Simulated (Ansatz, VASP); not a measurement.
**Ge in VASP and in Ansatz**

```xyz
4
Lattice="4.0776 0.0000 0.0000 -2.0388 3.5313 0.0000 0.0000 0.0000 6.5506" Properties=species:S:1:pos:R:3 pbc="T T T"
Ge    0.0000    2.3542   -0.0081
Ge    2.0388    1.1771    3.2672
Ge    0.0000    2.3542    2.4646
Ge    2.0388    1.1771    5.7399
```

Change from the starting cell: epitaxial_xy strain +2.0%.

Alike in both runs: task single point; functional r2SCAN; k mesh 12 × 12 × 4; occupations fermi-dirac, width 0.02 eV; no spin polarisation.

```csv
,VASP,Ansatz
version,VASP 6.6.1,Ansatz 0.2.0
potentials or method,"VASP PAW PBE potentials, release 64 (Ge_d)","plane waves, PAW"
plane-wave cutoff (eV),520,500
valence electrons in the cell,56,56
```

|  | VASP | Ansatz | Ansatz less VASP |
| --- | --- | --- | --- |
| pressure (GPa) | -2.1 | -2.1 | -0.03 |
| traceless stress, the component that is largest in VASP (GPa) | 2.50 | 2.51 | +0.015 |
| rms of the force components (eV/Å) | 0.006 | 0.007 | +0.0013 |

VASP's potentials were made for PBE, not for r2SCAN. Atom by atom the forces differ by 0.001 eV/Å (rms over components).
